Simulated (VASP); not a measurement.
# LaTaO (P4/mmm) in VASP: single point with PBE

Aim: the single point of LaTaO with PBE.

Program: VASP 6.6.1. These are calculated values, not measurements. Logs are shortened: lines on timing, memory, paths and dates and some standing lists are left out, and cuts for length are marked.

**1. The cell of the first run**

It takes space group P4/mmm (No. 123, tetragonal). Conventional cell: a = 4.266 Å, b = 4.266 Å, c = 7.009 Å, α = 90.00°, β = 90.00°, γ = 90.00°. Within 3.1 Å of La (site symmetry mmm) lie 4 O at 2.34 Å and 4 La at 3.02 Å. Within 2.1 Å of Ta (site symmetry 4mm) lie 1 O at 1.56 Å and 1 Ta at 1.94 Å. Within 2.1 Å of O (site symmetry 4mm) lie 1 Ta at 1.56 Å and 1 O at 1.94 Å.

The cell was built from a structure type or drawn by symmetry, and may not be a known phase.

**2. Single point, PBE, collinear spin**

File INCAR:

```
SYSTEM = LaTaO
ALGO = Normal ; EDIFF = 1E-6
ENCUT = 520 ; GGA = PE
ISIF = 2 ; ISMEAR = 0
ISPIN = 2 ; LASPH = .TRUE.
LCHARG = .TRUE. ; LELF = .TRUE.
LMAXMIX = 6 ; LORBIT = 11
LREAL = .FALSE. ; LVHAR = .TRUE.
LWAVE = .FALSE. ; MAGMOM = 0 0 1 1 0 0
NBANDS = 41 ; NELM = 150
PREC = Accurate ; SIGMA = 0.1
```

File KPOINTS:

```
k-points
0
G
  4 4 4
  0 0 0
```

File POSCAR:

```
LaTaO
1.0
    4.2656899200      0.0000000000      0.0000000000
    0.0000000000      4.2656899200      0.0000000000
    0.0000000000      0.0000000000      7.0086124000
La Ta O
2 2 2
Direct
    0.0000000000      0.5000000000      0.0000000000
    0.5000000000      0.0000000000      0.0000000000
    0.0000000000      0.0000000000      0.6387484100
    0.0000000000      0.0000000000      0.3612515900
    0.0000000000      0.0000000000      0.1386465000
    0.0000000000      0.0000000000      0.8613535000
```

Potentials or basis: VASP PAW PBE potentials, release 64 (La, Ta_pv, O).

On the command line:

```sh
cat potpaw_PBE.64/La/POTCAR potpaw_PBE.64/Ta_pv/POTCAR potpaw_PBE.64/O/POTCAR > POTCAR
mpirun -np 1 vasp_std > vasp.out
```

OUTCAR:

```text
SYSTEM = LaTaO
   EDIFF = 1E-6
   ENCUT = 520
   GGA = PE
   ISIF = 2
   ISMEAR = 0
   ISPIN = 2
   LASPH = .TRUE.
   LORBIT = 11
   LREAL = .FALSE.
   NELM = 150
   PREC = Accurate

 ion  position               nearest neighbor table
   1  0.000  0.500  0.000-   5 2.34   6 2.34   5 2.34   6 2.34   2 3.02   2 3.02   2 3.02   2 3.02
                             4 3.31   3 3.31   3 3.31   4 3.31
   2  0.500  0.000  0.000-   5 2.34   6 2.34   5 2.34   6 2.34   1 3.02   1 3.02   1 3.02   1 3.02
                             4 3.31   3 3.31   4 3.31   3 3.31
   3  0.000  0.000  0.639-   6 1.56   4 1.94   1 3.31   2 3.31   1 3.31   2 3.31
   4  0.000  0.000  0.361-   5 1.56   3 1.94   1 3.31   2 3.31   1 3.31   2 3.31
   5  0.000  0.000  0.139-   4 1.56   6 1.94   1 2.34   2 2.34   1 2.34   2 2.34
   6  0.000  0.000  0.861-   3 1.56   5 1.94   1 2.34   2 2.34   1 2.34   2 2.34

  LATTYP: Found a simple tetragonal cell.
 ALAT       =     4.2656899200
 C/A-ratio  =     1.6430196595

  Lattice vectors:

 A1 = (   4.2656899200,   0.0000000000,   0.0000000000)
 A2 = (   0.0000000000,   4.2656899200,   0.0000000000)
 A3 = (   0.0000000000,   0.0000000000,   7.0086124000)

Analysis of symmetry for initial positions (statically):
=====================================================================
 Subroutine PRICEL returns:
 Original cell was already a primitive cell.

 Routine SETGRP: Setting up the symmetry group for a
 simple tetragonal supercell.

 Subroutine GETGRP returns: Found 16 space group operations
 (whereof 16 operations were pure point group operations)
 out of a pool of 16 trial point group operations.

The static configuration has the point symmetry D_4h.

Analysis of symmetry for dynamics (positions and initial velocities):
=====================================================================
 Subroutine PRICEL returns:
 Original cell was already a primitive cell.

 Routine SETGRP: Setting up the symmetry group for a
 simple tetragonal supercell.

 Subroutine GETGRP returns: Found 16 space group operations
 (whereof 16 operations were pure point group operations)
 out of a pool of 16 trial point group operations.

The dynamic configuration has the point symmetry D_4h.

Analysis of structural, dynamic, and magnetic symmetry:
=====================================================================
 Subroutine PRICEL returns:
 Original cell was already a primitive cell.

 Routine SETGRP: Setting up the symmetry group for a
 simple tetragonal supercell.

 Subroutine GETGRP returns: Found 16 space group operations
 (whereof 16 operations were pure point group operations)
 out of a pool of 16 trial point group operations.

The overall configuration has the point symmetry D_4h.

 Subroutine INISYM returns: Found 16 space group operations
 (whereof 16 operations are pure point group operations),
 and found     1 'primitive' translations

----------------------------------------------------------------------------------------

                                     Primitive cell

  volume of cell :     127.5295

  direct lattice vectors                    reciprocal lattice vectors
     4.265689920  0.000000000  0.000000000     0.234428667  0.000000000  0.000000000
     0.000000000  4.265689920  0.000000000     0.000000000  0.234428667  0.000000000
     0.000000000  0.000000000  7.008612400     0.000000000  0.000000000  0.142681596

  length of vectors
     4.265689920  4.265689920  7.008612400     0.234428667  0.234428667  0.142681596

  position of ions in fractional coordinates (direct lattice)
     0.000000000  0.500000000  0.000000000
     0.500000000  0.000000000  0.000000000
     0.000000000  0.000000000  0.638748410
     0.000000000  0.000000000  0.361251590
     0.000000000  0.000000000  0.138646500
     0.000000000  0.000000000  0.861353500

  ion indices of the primitive-cell ions
   primitive index   ion index
                 1           1
[... 38 lines left out ...]
  0.500000  0.250000  0.000000      4.000000
  0.500000  0.500000  0.000000      1.000000
[... 10 lines left out ...]
  0.500000  0.250000  0.500000      4.000000
  0.500000  0.500000  0.500000      1.000000
   k-points           NKPTS =     18   k-points in BZ     NKDIM =     18   number of bands    NBANDS=     41
   number of dos      NEDOS =    301   number of ions     NIONS =      6
   total plane-waves  NPLWV =  55296
   dimension x,y,z NGX =    32 NGY =   32 NGZ =   54
   dimension x,y,z NGXF=    64 NGYF=   64 NGZF=  108
   ions per type =               2   2   2
   NGX,Y,Z   is equivalent  to a cutoff of  12.47, 12.47, 12.81 a.u.
   NGXF,Y,Z  is equivalent  to a cutoff of  24.94, 24.94, 25.62 a.u.
 SYSTEM =  LaTaO
   PREC   = accura    normal or accurate (medium, high low for compatibility)
   ISTART =      0    job   : 0-new  1-cont  2-samecut
   ICHARG =      2    charge: 1-file 2-atom 10-const
   ISPIN  =      2    spin polarized calculation?
   LNONCOLLINEAR =      F non collinear calculations
   LSORBIT =      F    spin-orbit coupling
   LASPH  =      T    aspherical Exc in radial PAW
   ENCUT  =  520.0 eV  38.22 Ry    6.18 a.u.   7.93  7.93 13.03*2*pi/ulx,y,z
   NELM   =    150;   NELMIN=  2; NELMDL= -5     # of ELM steps
   EDIFF  = 0.1E-05   stopping-criterion for ELM
   LREAL  =      F    real-space projection
   EDIFFG = 0.1E-04   stopping-criterion for IOM
   NSW    =      0    number of steps for IOM
   IBRION =     -1    ionic relax: 0-MD 1-quasi-New 2-CG
   NFREE  =      0    steps in history (QN), initial steepest desc. (CG)
   ISIF   =      2    stress and relaxation
   ISYM   =      2    0-nonsym 1-usesym 2-fastsym
   POTIM  = 0.5000    time-step for ionic-motion
   TEBEG  =    0.0;   TEEND  =   0.0 temperature during run
   PSTRESS=    0.0 pullay stress
   NELECT =      56.0000    total number of electrons
   NUPDOWN=      -1.0000    fix difference up-down
   EMIN   =  10.00;   EMAX   =-10.00  energy-range for DOS
   EFERMI =   0.00;   METHOD = LEGACY
   ISMEAR =     0;   SIGMA  =   0.10  broadening in eV -4-tet -1-fermi 0-gaus
   EFERMI_NEDOS =   21; number of points for ismear=-14 and -15
   IALGO  =     38    algorithm
   IMIX   =      4    mixing-type and parameters
     AMIX     =   0.40;   BMIX     =  1.00
     AMIX_MAG =   1.60;   BMIX_MAG =  1.00
  volume/ion in A,a.u.               =      21.25       143.44
  Fermi-wavevector in a.u.,A,eV,Ry     =   1.244325  2.351434 21.066523  1.548346
  Thomas-Fermi vector in A             =   2.378597
   LORBIT       =     11    0 simple, 1 ext, 2 COOP (PROOUT), +10 PAW based schemes
   GGA     = PE    functional components
   LHFCALC =     F    Hartree Fock is set to
   AEXX    =    0.0000 exact exchange contribution
   IVDW    =     0    specifies the selected vdW correction
   LEPSILON=     F    determine dielectric tensor
   LRPA    =     F    only Hartree local field effects (RPA)
 spin polarized calculation
 Gauss-broadening in eV      SIGMA  =   0.10
  energy-cutoff  :      520.00
  volume of cell :      127.53
 maximum number of plane-waves:      3472
 NGX is ok and might be reduce to    32
   NGX = 15   NGY = 15   NGZ = 27

 number of electron      55.9999990 magnetization       0.0123313

 Free energy of the ion-electron system (eV)
  ---------------------------------------------------
  ext. energy  EPLUGINS =         0.00000000
  ---------------------------------------------------
  free energy    TOTEN  =       -31.40825395 eV

  energy without entropy =      -31.37276324  energy(sigma->0) =      -31.39050859

 E-fermi :   6.2147     XC(G=0): -10.1632

 val. band max:        6.1927717559   @ k =   0.5000   0.5000   0.2500
 cond. band min:       6.2205579438   @ k =   0.5000   0.0000   0.2500
 fundamental gap:      0.0277861878
 Fermi energy:         6.2147033010

 spin component 1

 k-point     1 :       0.0000    0.0000    0.0000
  band No.  band energies     occupation
      1     -32.5344      1.00000
      2     -28.2992      1.00000
      3     -28.2992      1.00000
      4     -27.4962      1.00000
      5     -27.2256      1.00000
      6     -27.2256      1.00000
[... 763 lines left out ...]
     39       8.8863      0.00000
     40       8.9036      0.00000
 Fermi energy:         6.2147033010

 spin component 2

 k-point     1 :       0.0000    0.0000    0.0000
  band No.  band energies     occupation
      1     -32.5316      1.00000
      2     -28.2967      1.00000
      3     -28.2967      1.00000
      4     -27.4943      1.00000
      5     -27.2234      1.00000
      6     -27.2234      1.00000
[... 763 lines left out ...]
     39       8.8863      0.00000
     40       8.9037      0.00000
 [bands above 40 left out]

------------------------ aborting loop because EDIFF is reached ----------------------------------------

  FORCE on cell =-STRESS in cart. coord.  units (eV):
  Direction    XX          YY          ZZ          XY          YZ          ZX
  --------------------------------------------------------------------------------------
  -------------------------------------------------------------------------------------
  Total       13.9656464     13.9656464    137.0034156      0.0000000     -0.0000000     -0.0000000
  in kB      175.4530882    175.4530882   1721.2001248      0.0000000     -0.0000000     -0.0000000
  external PRESSURE =     690.7021004 kB  Pullay stress =       0.0000000 kB

 VOLUME and BASIS-vectors are now :
 -----------------------------------------------------------------------------
  energy-cutoff  :      520.00
  volume of cell :      127.53
      direct lattice vectors                 reciprocal lattice vectors
     4.265689920  0.000000000  0.000000000     0.234428667  0.000000000  0.000000000
     0.000000000  4.265689920  0.000000000     0.000000000  0.234428667  0.000000000
     0.000000000  0.000000000  7.008612400     0.000000000  0.000000000  0.142681596

 POSITION                                       TOTAL-FORCE (eV/Angst)
 -----------------------------------------------------------------------------------
      0.00000      2.13284      0.00000         0.000000      0.000000     -0.000000
      2.13284      0.00000      0.00000         0.000000      0.000000     -0.000000
      0.00000      0.00000      4.47674        -0.000000     -0.000000     -9.036033
      0.00000      0.00000      2.53187        -0.000000     -0.000000      9.036033
      0.00000      0.00000      0.97172         0.000000     -0.000000    -18.406633
      0.00000      0.00000      6.03689         0.000000      0.000000     18.406633
 -----------------------------------------------------------------------------------
    total drift:                                0.000000      0.000000     -0.000000

  FREE ENERGIE OF THE ION-ELECTRON SYSTEM (eV)
  ---------------------------------------------------
  free  energy   TOTEN  =       -31.4082539526 eV

  energy  without entropy=      -31.3727632368  energy(sigma->0) =      -31.39050859

 total charge

# of ion       s       p       d       f       tot
--------------------------------------------------
    1        2.037   5.617   1.158   0.300   9.113
    2        2.037   5.617   1.158   0.300   9.113
    3        0.415   6.292   3.232   0.000   9.939
    4        0.415   6.292   3.232   0.000   9.939
    5        1.625   3.739   0.000   0.000   5.364
    6        1.625   3.739   0.000   0.000   5.364
--------------------------------------------------
tot          8.155  31.295   8.782   0.601  48.832

 magnetization (x)

# of ion       s       p       d       f       tot
--------------------------------------------------
    1       -0.000   0.000  -0.000   0.000  -0.000
    2       -0.000   0.000  -0.000   0.000  -0.000
    3        0.000   0.000   0.003   0.000   0.004
    4        0.000   0.000   0.003   0.000   0.004
    5        0.000   0.001   0.000   0.000   0.001
    6        0.000   0.001   0.000   0.000   0.001
--------------------------------------------------
tot          0.001   0.002   0.007   0.000   0.009
```

Wall time 6.8 min (1 thread of Intel Xeon 8259CL, shared host); peak memory 0.37 GiB.

Results:

| Item | Value |
| --- | --- |
| Free energy | -31.4083 eV |
| Pressure | 69.1 GPa |
| Largest force | 18.407 eV/Å |
| Band gap on the k mesh | zero (filled and empty bands overlap) |
| Net moment | 0.01 μB per cell |
| Valence electrons inside the program's atomic spheres | La 9.11; Ta 9.94; O 5.36 |

Forces in eV/Å, atoms in the order of the input:
```
La    0.000   0.000   0.000
La    0.000   0.000   0.000
Ta    0.000   0.000  -9.036
Ta    0.000   0.000   9.036
O     0.000   0.000 -18.407
O     0.000   0.000  18.407
```

Levels at points of the mesh, in eV from the Fermi level:
Spin up:
| k point | band 24 | band 25 | band 26 | band 27 | band 28 | band 29 | band 30 | band 31 |
| --- | --- | --- | --- | --- | --- | --- | --- | --- |
| (0.00, 0.00, 0.00) | -1.84 | -1.74 | -1.36 | -0.32 | 0.04 | 0.04 | 0.84 | 1.57 |
| (0.50, 0.00, 0.00) | -1.36 | -0.80 | -0.08 | 0.11 | 0.47 | 0.58 | 0.59 | 0.72 |
| (0.50, 0.50, 0.00) | -1.32 | -1.32 | -1.12 | -0.16 | 0.35 | 0.35 | 0.95 | 1.49 |
| (0.00, 0.00, 0.50) | -2.31 | -1.68 | -1.58 | -0.90 | -0.21 | -0.21 | 0.40 | 0.59 |
| (0.50, 0.00, 0.50) | -0.87 | -0.73 | -0.48 | -0.39 | -0.11 | 0.33 | 0.47 | 1.49 |
| (0.50, 0.50, 0.50) | -0.43 | -0.43 | -0.05 | 0.35 | 0.35 | 0.81 | 0.81 | 0.87 |
Spin down:
| k point | band 23 | band 24 | band 25 | band 26 | band 27 | band 28 | band 29 | band 30 | band 31 | band 32 |
| --- | --- | --- | --- | --- | --- | --- | --- | --- | --- | --- |
| (0.00, 0.00, 0.00) | -2.90 | -1.84 | -1.74 | -1.36 | -0.32 | 0.04 | 0.04 | 0.85 | 1.58 | 1.67 |
| (0.50, 0.00, 0.00) | -2.79 | -1.36 | -0.80 | -0.08 | 0.11 | 0.47 | 0.59 | 0.59 | 0.72 | 1.44 |
| (0.50, 0.50, 0.00) | -1.86 | -1.32 | -1.32 | -1.11 | -0.16 | 0.35 | 0.35 | 0.95 | 1.50 | 1.52 |
| (0.00, 0.00, 0.50) | -3.30 | -2.31 | -1.68 | -1.58 | -0.90 | -0.20 | -0.20 | 0.40 | 0.60 | 2.22 |
| (0.50, 0.00, 0.50) | -2.09 | -0.87 | -0.73 | -0.48 | -0.39 | -0.10 | 0.33 | 0.47 | 1.49 | 1.49 |
| (0.50, 0.50, 0.50) | -2.41 | -0.42 | -0.42 | -0.05 | 0.35 | 0.35 | 0.81 | 0.82 | 0.87 | 1.53 |

Caveat: the k points lie up to 0.37 Å⁻¹ apart, too coarse for converged energies and pressures of a metal; spin-orbit coupling is left out, which moves the levels of the heavy elements; forces of over 1 eV/Å act on the atoms, so gaps and moduli don't describe the material at rest.
